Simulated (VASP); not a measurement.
Ni:

```xyz
1
Lattice="0.0000 1.7121 1.7121 1.7121 0.0000 1.7121 1.7121 1.7121 0.0000" Properties=species:S:1:pos:R:3 pbc="T T T"
Ni    0.0000    0.0000    0.0000
```

Base run:

* Program: VASP 6.6.1
* Functional: LDA
* Potentials or basis: VASP PAW LDA potentials, release 64 (Ni)
* Cutoff: 520 eV
* k mesh: 20 × 20 × 20
* Occupations: gaussian, width 0.05 eV
* Spin: collinear spin, ferromagnetic start
* Starting moments: [0.5] μB

Its results: pressure -0.2 GPa.

Q: The run is repeated on the same cell with these changes: spin from collinear spin, ferromagnetic start to no spin polarisation; further incar settings from ALGO = Normal; EDIFF = 1e-06; NBANDS = 15 to ALGO = Normal; EDIFF = 1e-06; NBANDS = 11. What comes out?

A: Pressure -1.5 GPa.
